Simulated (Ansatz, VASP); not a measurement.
**TiC: VASP beside Ansatz**

```
Ti C
1.0
     0.04057    2.16400    2.16400
     2.16400    0.04057    2.16400
     2.20458    2.20458    0.00000
Ti C
1 1
Direct
  0.00000 0.00000 0.00000
  0.50000 0.50000 0.50000
```

Change from the starting cell: strain +0.0375 x Voigt [0, 0, 0, 0, 0, 1], atoms carried along.

Alike in both runs: task single point; functional PBEsol; k mesh 18 × 18 × 18; occupations gaussian, width 0.15 eV; no spin polarisation.

```csv
,VASP,Ansatz
version,VASP 6.6.1,Ansatz 0.2.0
potentials or method,"VASP PAW PBE potentials, release 64 (Ti_sv, C), cutoff 520 eV","scalar-relativistic, plane waves, PAW"
valence electrons in the cell,16,16
```

```tsv
	VASP	Ansatz	Ansatz less VASP
gap on the k mesh at the Fermi level (eV)	none	none	-
pressure (GPa)	-5.8	-6.1	-0.24
traceless stress, the component that is largest in VASP (GPa)	-6.27	-6.30	-0.027
```

VASP's potentials were made for PBE, not for PBEsol. A gap of «none» marks a metal or a gap that the smearing closes.
